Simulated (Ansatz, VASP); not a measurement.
# SiMo3 in VASP and in Ansatz

File INCAR:

```
PREC = Accurate
ENCUT = 520
EDIFF = 1E-6
ISMEAR = 0
SIGMA = 0.1
LREAL = False
LASPH = True
NELM = 150
ALGO = Normal
ISIF = 2
LWAVE = False
LCHARG = True
ISPIN = 2
MAGMOM = 0 0 1 1 1 1 1 1
LORBIT = 11
LMAXMIX = 4
GGA = PE
LELF = True
LVHAR = True
NBANDS = 60
```

Contents of KPOINTS:

```
Automatic mesh
0
Gamma
  4 4 4
```

POSCAR

```
SiMo3
1.0
    4.8889999400      0.0000000000      0.0000000000
    0.0000000000      4.8889999400      0.0000000000
    0.0000000000      0.0000000000      4.8889999400
Si Mo
2 6
Direct
    0.0000000000      0.0000000000      0.0000000000
    0.5000000000      0.5000000000      0.5000000000
    0.2500000000      0.0000000000      0.5000000000
    0.5000000000      0.7500000000      0.0000000000
    0.7500000000      0.0000000000      0.5000000000
    0.5000000000      0.2500000000      0.0000000000
    0.0000000000      0.5000000000      0.7500000000
    0.0000000000      0.5000000000      0.2500000000
```

Input for Ansatz:

```yaml
crystal:
  lattice:
    - [4.88899994, 0.0, 0.0]
    - [0.0, 4.88899994, 0.0]
    - [0.0, 0.0, 4.88899994]
  atoms:
    - { symbol: Si, position: [0.0, 0.0, 0.0] }
    - { symbol: Si, position: [0.5, 0.5, 0.5] }
    - { symbol: Mo, position: [0.25, 0.0, 0.5], spin: 1.0 }
    - { symbol: Mo, position: [0.5, 0.75, 0.0], spin: 1.0 }
    - { symbol: Mo, position: [0.75, 0.0, 0.5], spin: 1.0 }
    - { symbol: Mo, position: [0.5, 0.25, 0.0], spin: 1.0 }
    - { symbol: Mo, position: [0.0, 0.5, 0.75], spin: 1.0 }
    - { symbol: Mo, position: [0.0, 0.5, 0.25], spin: 1.0 }
basis:
  ecutwfc: 420
kpoints:
  mp_grid: { grid: [4, 4, 4] }
hamiltonian:
  xc: pbe
scf:
  occupations: { method: gaussian, width: 0.1 }
  lower_state_search: "off"
output:
  forces: true
  stress: true
  eigenvalues: true
  populations: true
magnetization:
  spin_polarized: true
```

Alike in both runs: task single point; functional PBE; k mesh 4 × 4 × 4; occupations gaussian, width 0.1 eV; collinear spin.

```csv
,VASP,Ansatz
version,VASP 6.6.1,Ansatz 0.2.0
potentials or method,"VASP PAW PBE potentials, release 64 (Si, Mo_sv), cutoff 520 eV","scalar-relativistic, plane waves, PAW"
valence electrons in the cell,92,92
```

```csv
,VASP,Ansatz,Ansatz less VASP
gap on the k mesh at the Fermi level (eV),none,none,-
pressure (GPa),4.1,3.6,-0.49
net moment per atom (μB),0.00,0.00,0.000
```

A gap of «none» marks a metal or a gap that the smearing closes. Ansatz's warnings: seeded moment not kept.
